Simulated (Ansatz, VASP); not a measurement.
WS2 in VASP and in Ansatz

File INCAR:

```
PREC = Accurate
ENCUT = 520
EDIFF = 1E-6
ISMEAR = 0
SIGMA = 0.05
LREAL = False
LASPH = True
NELM = 100
ALGO = Normal
ISIF = 2
LWAVE = False
LCHARG = True
GGA = PS
LELF = True
LVHAR = True
NBANDS = 20
```

The input KPOINTS:

```
regular mesh
0
Gamma
  12 12 12
```

Contents of POSCAR:

```
WS2
1.0
    1.6421603996      0.9481017488      6.4098632000
   -1.6421603996      0.9481017488      6.4098632000
    0.0000000000     -1.8962034976      6.4098632000
W S
1 2
Direct
    0.0000000000      0.0000000000      0.0000000000
    0.7503000000      0.7503000000      0.7503000000
    0.5810000000      0.5810000000      0.5810000000
```

Input for Ansatz:

```yaml
crystal:
  lattice:
    - [1.6421603996, 0.9481017488, 6.4098632]
    - [-1.6421603996, 0.9481017488, 6.4098632]
    - [0.0, -1.8962034976, 6.4098632]
  atoms:
    - { symbol: W, position: [0.0, 0.0, 0.0] }
    - { symbol: S, position: [0.7503, 0.7503, 0.7503] }
    - { symbol: S, position: [0.581, 0.581, 0.581] }
basis:
  ecutwfc: 420
kpoints:
  mp_grid: { grid: [12, 12, 12] }
hamiltonian:
  xc: pbesol
scf:
  occupations: { method: gaussian, width: 0.05 }
output:
  forces: true
  stress: true
  eigenvalues: true
```

Change from the starting cell: strain +0.040 along x and y, +0.040 along z, atoms carried along.

Alike in both runs: task single point; functional PBEsol; k mesh 12 × 12 × 12; occupations gaussian, width 0.05 eV; no spin polarisation.

```csv
,VASP,Ansatz
version,VASP 6.6.1,Ansatz 0.2.0
potentials or method,"VASP PAW PBE potentials, release 64 (W_sv, S), cutoff 520 eV","scalar-relativistic, plane waves, PAW"
valence electrons in the cell,26,26
```

Ansatz gave:

* gap on the k mesh at the Fermi level (eV): 1.05
* least direct gap on the mesh (eV): 1.61
* pressure (GPa): -15.8
* traceless stress, the component that is largest in VASP (GPa): -0.37
* rms of the force components (eV/Å): 0.881

**Question.** Which values does VASP return?

**Answer.** gap on the k mesh at the Fermi level (eV): 1.06; least direct gap on the mesh (eV): 1.62; pressure (GPa): -15.7; traceless stress, the component that is largest in VASP (GPa): -0.35; rms of the force components (eV/Å): 0.874.

VASP's potentials were made for PBE, not for PBEsol. Atom by atom the forces differ by 0.007 eV/Å (rms over components).

Neither program's run includes spin-orbit coupling.
